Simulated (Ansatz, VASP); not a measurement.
## Ga in VASP and in Ansatz

Contents of INCAR:

```
PREC = Accurate
ENCUT = 500
EDIFF = 1E-6
ISMEAR = -1
SIGMA = 0.05
LREAL = False
LASPH = True
NELM = 120
ALGO = Normal
ISIF = 2
LWAVE = False
LCHARG = False
GGA = PE
NBANDS = 12
GGA_COMPAT = False
```

File KPOINTS:

```
Automatic mesh
0
Gamma
  10 10 10
```

Contents of POSCAR:

```
Ga
1.0
    2.6982480413      0.0000000000      0.0000000000
    0.0000000000      2.6982480413      0.0000000000
    0.0000000000      0.0000000000      2.6982480413
Ga
1
Direct
    0.0000000000      0.0000000000      0.0000000000
```

File input.yaml:

```yaml
crystal:
  lattice:
    - [2.6982480413, 0.0, 0.0]
    - [0.0, 2.6982480413, 0.0]
    - [0.0, 0.0, 2.6982480413]
  atoms:
    - { symbol: Ga, position: [0.0, 0.0, 0.0] }
hamiltonian:
  xc: pbe
  pseudopotentials: { kind: paw, azcp: { folder: soft_1 } }
kpoints:
  mp_grid: { grid: [10, 10, 10] }
scf:
  occupations: { method: fermi_dirac, width: 0.05 }
output:
  forces: true
  stress: true
  eigenvalues: true
  write_density: true
  write_potential: true
  elf: true
  volumetric_format: npy
```

Alike in both runs: task single point; functional PBE; k mesh 10 × 10 × 10; occupations fermi-dirac, width 0.05 eV; no spin polarisation.

```csv
,VASP,Ansatz
version,VASP 6.6.1,Ansatz 0.2.0
potentials or method,"VASP PAW PBE potentials, release 64 (Ga_d)",Ansatz PAW soft_1
plane-wave cutoff (eV),500,420
valence electrons in the cell,13,13
```

```csv
,VASP,Ansatz,Ansatz less VASP
gap on the k mesh at the Fermi level (eV),none,none,-
pressure (GPa),1.0,1.0,-0.05
```

A gap of «none» marks a metal or a gap that the smearing closes. The functional is the same, so the differences come from potentials, cutoffs and numerics.
